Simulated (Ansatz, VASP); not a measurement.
# MgS in VASP and in Ansatz

File INCAR:

```
SYSTEM = MgS
ALGO = Normal
EDIFF = 1E-6
ENCUT = 600
GGA = PE
GGA_COMPAT = .FALSE.
ISIF = 2
ISMEAR = -5
LASPH = .TRUE.
LCHARG = .TRUE.
LELF = .TRUE.
LREAL = .FALSE.
LVHAR = .TRUE.
LWAVE = .FALSE.
NBANDS = 11
NELM = 120
PREC = Accurate
SIGMA = 0.02
```

The input KPOINTS:

```
k-points
0
G
  8 8 8
  0 0 0
```

Contents of POSCAR:

```
MgS
1.0
    0.0000000000      2.6147247329      2.6147247329
    2.6147247329      0.0000000000      2.6147247329
    2.6147247329      2.6147247329      0.0000000000
Mg S
1 1
Direct
    0.5000000000      0.5000000000      0.5000000000
    0.0000000000      0.0000000000      0.0000000000
```

Input for Ansatz:

```yaml
crystal:
  lattice:
    - [0.0, 2.6147247329, 2.6147247329]
    - [2.6147247329, 0.0, 2.6147247329]
    - [2.6147247329, 2.6147247329, 0.0]
  atoms:
    - { symbol: Mg, position: [0.5, 0.5, 0.5] }
    - { symbol: S, position: [0.0, 0.0, 0.0] }
basis:
  ecutwfc: 420
  precision: f64
kpoints:
  mp_grid: { grid: [8, 8, 8] }
hamiltonian:
  xc: pbe
scf:
  occupations: { method: tetrahedron }
  eigensolver: { kind: davidson }
  initial_density: { chi_scale: 0.0 }
output:
  forces: true
  eigenvalues: true
  stress: true
```

Alike in both runs: task single point; functional PBE; k mesh 8 × 8 × 8; occupations tetrahedron; no spin polarisation.

|  | VASP | Ansatz |
| --- | --- | --- |
| version | VASP 6.6.1 | Ansatz 0.2.0 |
| potentials or method | VASP PAW PBE potentials, release 64 (Mg, S), cutoff 600 eV | scalar-relativistic, plane waves, PAW |
| valence electrons in the cell | 8 | 16 |

```tsv
	VASP	Ansatz	Ansatz less VASP
gap on the k mesh at the Fermi level (eV)	2.74	2.76	+0.015
pressure (GPa)	-0.3	0.0	+0.27
```

VASP's potentials hold 8 valence electrons a cell and Ansatz's 16, so a difference there can come from the potentials and not from the codes. Ansatz's warnings: band table not solved further, tetrahedron derivatives may miss energy slope.
